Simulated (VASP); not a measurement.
A run of VASP 6.6.1 is set up as follows.

INCAR

```
SYSTEM = Ru
ALGO     = Normal         ! electronic algorithm
DIPOL    = 0.5 0.5 0.496
EDIFF    = 1E-7           ! SCF threshold, eV
ENCUT    = 520            ! plane-wave cutoff, eV
GGA      = PS             ! functional
IDIPOL   = 3            
ISIF     = 2              ! what is computed and relaxed
ISMEAR   = 0              ! smearing method
LASPH    = .True.         ! aspherical terms in the spheres
LCHARG   = .True.         ! write CHGCAR
LDIPOL   = .True.       
LELF     = .True.         ! ELF
LREAL    = .False.        ! projectors in reciprocal space
LVACPOTAV= .True.       
LVHAR    = .True.       
LWAVE    = .False.        ! write WAVECAR
NBANDS   = 28             ! bands
NELM     = 100            ! most SCF steps
PREC     = Accurate       ! precision mode
SIGMA    = 0.1            ! smearing width, eV
```

The input KPOINTS:

```
k-points
0
Gamma
  12 12 1
  0 0 0
```

Contents of POSCAR:

```
Ru
1.0
    2.6895239996      0.0000000000      0.0000000000
   -1.3447619998      2.3291961078      0.0000000000
    0.0000000000      0.0000000000     21.2519209491
Ru
3
Direct
    0.3333333333      0.6666666667      0.3999638442
    0.6666666667      0.3333333333      0.4964843438
    0.3333333333      0.6666666667      0.5930019604
```

Potentials or basis: VASP PAW PBE potentials, release 64 (Ru_pv).

Command:

```bash
$ cat potpaw_PBE.64/Ru_pv/POTCAR > POTCAR
$ mpirun -np 1 vasp_std > vasp.out
```

(1) Estimate the largest force.

(2) Estimate the band gap on the k mesh.

Results:

(1) 0.017 eV/Å.

(2) zero (band 21 reaches 1.68 eV, above the bottom of band 22 at -0.60 eV).

Caveat: the PAW data sets were made with another functional, which shifts forces and pressure a little.
